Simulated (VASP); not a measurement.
# Y: single point with r2SCAN

Y:

```
Y
1.0
     0.00000    2.48500    2.68380
     2.48500    0.00000    2.68380
     2.48500    2.48500    0.00000
Y
1
Direct
  0.00000 0.00000 0.00000
```

This cell differs from its parent crystal: strain +0.000 along x and y, +0.080 along z.

```yaml
Program: VASP 6.6.1
Task: single point
Functional: r2SCAN
Potentials_or_basis: VASP PAW PBE potentials, release 64 (Y_sv)
Cutoff: 520 eV
k_mesh: 16 × 16 × 16
Occupations: gaussian, width 0.15 eV
Spin: no spin polarisation
```

- Pressure: 0.1 GPa
- Band gap on the k mesh: zero (an odd number of electrons rules out a gap without spin polarisation)

Stress tensor (GPa, compression positive):
```
 0.60  0.00  0.00
 0.00  0.60  0.00
 0.00  0.00 -0.89
```

Levels at points of the mesh, in eV from the Fermi level:
```tsv
k point	band 1	band 2	band 3	band 4	band 5	band 6	band 7	band 8	band 9	band 10
(0.00, 0.00, 0.00)	-44.24	-23.29	-23.29	-23.27	-4.97	1.65	2.26	2.26	3.61	4.53
(0.50, 0.00, 0.00)	-44.17	-23.85	-23.38	-23.33	-1.98	0.40	1.52	2.19	5.36	5.69
(0.50, 0.50, 0.00)	-44.17	-23.78	-23.45	-23.45	-1.81	-0.64	1.29	5.62	5.92	5.92
(0.50, 0.00, 0.50)	-44.15	-23.82	-23.56	-23.44	-1.75	-0.86	2.31	5.46	5.56	6.25
```

Run time: 4.4 min on 1 thread of Intel(R) Xeon(R) 6975P-C (Granite Rapids) (shared host), peak memory 0.3 GiB.

Caveat: the cell differs from its parent crystal (strain +0.000 along x and y, +0.080 along z); the PAW data sets were made with another functional, which shifts forces and pressure a little.
